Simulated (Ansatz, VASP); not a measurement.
**One calculation of WS2, two programs**

```xyz
3
Lattice="3.1496 0.0000 0.0000 -1.5748 2.7277 0.0000 0.0000 0.0000 17.0768" Properties=species:S:1:pos:R:3 pbc="T T T"
W     0.0000    1.8184    0.0000
S     1.5748    0.9092   15.4912
S     1.5748    0.9092    1.5857
```

Change from the starting cell: mode 4 frozen in at +0.000 Å, equal normal strain along x, y and z +0.0083.

Alike in both runs: task single point; functional PBEsol; dispersion D3(BJ); k mesh 12 × 12 × 2; occupations gaussian, width 0.05 eV; no spin polarisation.

|  | VASP | Ansatz |
| --- | --- | --- |
| version | VASP 6.6.1 | Ansatz 0.2.0 |
| potentials or method | VASP PAW PBE potentials, release 64 (W_sv, S), cutoff 520 eV | scalar-relativistic, plane waves, PAW |
| valence electrons in the cell | 26 | 26 |

```csv
,VASP,Ansatz,Ansatz less VASP
gap on the k mesh at the Fermi level (eV),1.95,1.95,-0.001
least direct gap on the mesh (eV),1.97,1.97,-0.005
rms of the force components (eV/Å),0.204,0.214,+0.0102
```

VASP's potentials were made for PBE, not for PBEsol. Atom by atom the forces differ by 0.010 eV/Å (rms over components).

Spin-orbit coupling is off throughout.
